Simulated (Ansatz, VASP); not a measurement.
**GaN: VASP beside Ansatz**

Contents of INCAR:

```
PREC     = Accurate       # precision mode
ENCUT    = 520            # plane-wave cutoff, eV
EDIFF    = 1E-6           # SCF threshold, eV
ISMEAR   = -1             # smearing method
SIGMA    = 0.06           # smearing width, eV
LREAL    = F              # projectors in reciprocal space
LASPH    = T              # aspherical terms in the spheres
NELM     = 80             # most SCF steps
ALGO     = Normal         # electronic algorithm
ISIF     = 2              # what is computed and relaxed
LWAVE    = F              # write WAVECAR
LCHARG   = F              # write CHGCAR
GGA      = PE             # functional
NBANDS   = 16             # bands
```

KPOINTS

```
Automatic mesh
0
Gamma
  5 5 5
```

POSCAR

```
GaN
1.0
    0.0000000000      2.2535006075      2.2535006075
    2.2535006075      0.0000000000      2.2535006075
    2.2535006075      2.2535006075      0.0000000000
Ga N
1 1
Direct
    0.0000000000      0.0000000000      0.0000000000
    0.2500000000      0.2500000000      0.2500000000
```

Contents of input.yaml:

```yaml
crystal:
  lattice:
    - [0.0, 2.2535006075, 2.2535006075]
    - [2.2535006075, 0.0, 2.2535006075]
    - [2.2535006075, 2.2535006075, 0.0]
  atoms:
    - { symbol: Ga, position: [0.0, 0.0, 0.0] }
    - { symbol: "N", position: [0.25, 0.25, 0.25] }
kpoints:
  mp_grid: { grid: [5, 5, 5] }
scf:
  occupations: { method: fermi_dirac, width: 0.06 }
hamiltonian:
  xc: pbe
  pseudopotentials: { kind: all_electron, lapw: { basis_error: 0.002 } }
output:
  forces: true
  stress: true
  eigenvalues: true
```

Alike in both runs: task single point; functional PBE; k mesh 5 × 5 × 5; occupations fermi-dirac, width 0.06 eV; no spin polarisation.

|  | VASP | Ansatz |
| --- | --- | --- |
| version | VASP 6.6.1 | Ansatz 0.2.0 |
| potentials or method | VASP PAW PBE potentials, release 64 (Ga_d, N), cutoff 520 eV | all-electron LAPW, scalar-relativistic |

```tsv
	VASP	Ansatz	Ansatz less VASP
gap on the k mesh at the Fermi level (eV)	1.72	1.73	+0.010
least direct gap on the mesh (eV)	1.72	1.73	+0.010
pressure (GPa)	5.0	4.9	-0.15
```

Ansatz ran all-electron here, and VASP with PAW potentials.

The k mesh is coarse, so the values compare programs but aren't converged.
